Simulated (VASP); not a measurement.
The system is Ni.

```xyz
1
Lattice="0.0000 1.7392 1.7392 1.7392 0.0000 1.7392 1.7392 1.7392 0.0000" Properties=species:S:1:pos:R:3 pbc="T T T"
Ni    0.0000    0.0000    0.0000
```

Base run:

```yaml
Program: VASP 6.6.1
Functional: r2SCAN
Potentials_or_basis: VASP PAW PBE potentials, release 64 (Ni)
Cutoff: 520 eV
k_mesh: 22 × 22 × 22
Occupations: gaussian, width 0.05 eV
Spin: collinear spin, ferromagnetic start
Starting_moments: "[0.89] μB"
```

Its results: pressure 0.2 GPa.

Q: The run is repeated on the same cell with these changes: spin from collinear spin, ferromagnetic start to no spin polarisation; further incar settings from ALGO = Normal; EDIFF = 1e-07; NBANDS = 15 to ALGO = Normal; EDIFF = 1e-06; NBANDS = 11. What comes out?

A: Pressure -2.3 GPa.

Caveats: the PAW data sets were made with another functional, which shifts forces and pressure a little.
